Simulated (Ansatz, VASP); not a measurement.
**BeTe: VASP beside Ansatz**

File INCAR:

```
PREC = Accurate
ENCUT = 520
EDIFF = 1E-6
ISMEAR = -1
SIGMA = 0.05
LREAL = False
LASPH = True
NELM = 80
ALGO = Normal
ISIF = 2
LWAVE = False
LCHARG = True
GGA = RP
IVDW = 13
LELF = True
LVHAR = True
NBANDS = 11
```

File KPOINTS:

```
regular mesh
0
Gamma
  8 8 8
```

Contents of POSCAR:

```
BeTe
1.0
    0.0000000000      2.7325629784      2.7325629784
    2.7325629784      0.0000000000      2.7325629784
    2.7325629784      2.7325629784      0.0000000000
Te Be
1 1
Direct
    0.7500000000      0.7500000000      0.7500000000
    0.0000000000      0.0000000000      0.0000000000
```

File input.yaml:

```yaml
crystal:
  lattice:
    - [0.0, 2.7325629784, 2.7325629784]
    - [2.7325629784, 0.0, 2.7325629784]
    - [2.7325629784, 2.7325629784, 0.0]
  atoms:
    - { symbol: Te, position: [0.75, 0.75, 0.75] }
    - { symbol: Be, position: [0.0, 0.0, 0.0] }
hamiltonian:
  xc: rpbe
  pseudopotentials: { kind: paw }
  dispersion: d4
kpoints:
  mp_grid: { grid: [8, 8, 8] }
scf:
  occupations: { method: fermi_dirac, width: 0.05 }
output:
  forces: true
  stress: true
  eigenvalues: true
  write_density: true
  write_potential: true
  elf: true
  volumetric_format: npy
```

Alike in both runs: task single point; functional RPBE; dispersion D4; k mesh 8 × 8 × 8; occupations fermi-dirac, width 0.05 eV; no spin polarisation.

|  | VASP | Ansatz |
| --- | --- | --- |
| version | VASP 6.6.1 | Ansatz 0.2.0 |
| potentials or method | VASP PAW PBE potentials, release 64 (Te, Be) | Ansatz PAW |
| plane-wave cutoff (eV) | 520 | 420 |
| valence electrons in the cell | 8 | 18 |

```csv
,VASP,Ansatz,Ansatz less VASP
gap on the k mesh at the Fermi level (eV),1.81,1.83,+0.019
least direct gap on the mesh (eV),3.54,3.57,+0.026
pressure (GPa),3.8,3.6,-0.16
```

VASP's potentials were made for PBE, not for RPBE. VASP's potentials hold 8 valence electrons a cell and Ansatz's 18, so a difference there can come from the potentials and not from the codes.

Neither program's run includes spin-orbit coupling.
